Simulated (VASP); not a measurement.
Here is a VASP 6.6.1 calculation.

File INCAR:

```
PREC = Accurate
ENCUT = 520
EDIFF = 1E-7
ISMEAR = -1
SIGMA = 0.112
LREAL = False
LASPH = True
NELM = 60
ALGO = Normal
ISIF = 2
LWAVE = False
LCHARG = False
GGA = PE
NBANDS = 56
```

File KPOINTS:

```
Automatic mesh
0
Gamma
  3 3 4
```

Contents of POSCAR:

```
PtSe2
1.0
    7.4573199301      0.0000000000      0.0000000000
   -3.7286599650      6.4582285036      0.0000000000
    0.0000000000      0.0000000000      5.2770333951
Pt Se
4 8
Direct
   -0.0027839130     -0.0023111601     -0.0071896456
    0.0022526331      0.5101206930     -0.0054244493
    0.5119522086      0.0046090038      0.0049823448
    0.4995181458      0.4914327510      0.0051138581
    0.1521547777      0.3372471257      0.2291131985
    0.3217486587      0.1659911846      0.7598811112
    0.1603369031      0.8351299427      0.2375681384
    0.3107316750      0.6663084153      0.7677465153
    0.6793216149      0.3430158903      0.2669636317
    0.8269338550      0.1433298620      0.7497892668
    0.6847991684      0.8412012670      0.2194393920
    0.8369508063      0.6582619363      0.7757187976
```

Potentials or basis: VASP PAW PBE potentials, release 64 (Pt, Se).

Launch:

```sh
$ cat potpaw_PBE.64/Pt/POTCAR potpaw_PBE.64/Se/POTCAR > POTCAR
$ mpirun -np 1 vasp_std > vasp.out
```

(1) Estimate the pressure.

(2) What does it give for the largest force?

(3) Predict the band gap on the k mesh.

Answers

(1) 8.5 GPa.

(2) 2.819 eV/Å.

(3) zero (bands 44 and 45 overlap by 0.02 eV).

Caveat: the cell stands under pressure; the atoms stand as in a frame of molecular dynamics; spin-orbit coupling is left out, which moves the levels of the heavy elements; forces of over 1 eV/Å act on the atoms, so gaps and moduli don't describe the material at rest.
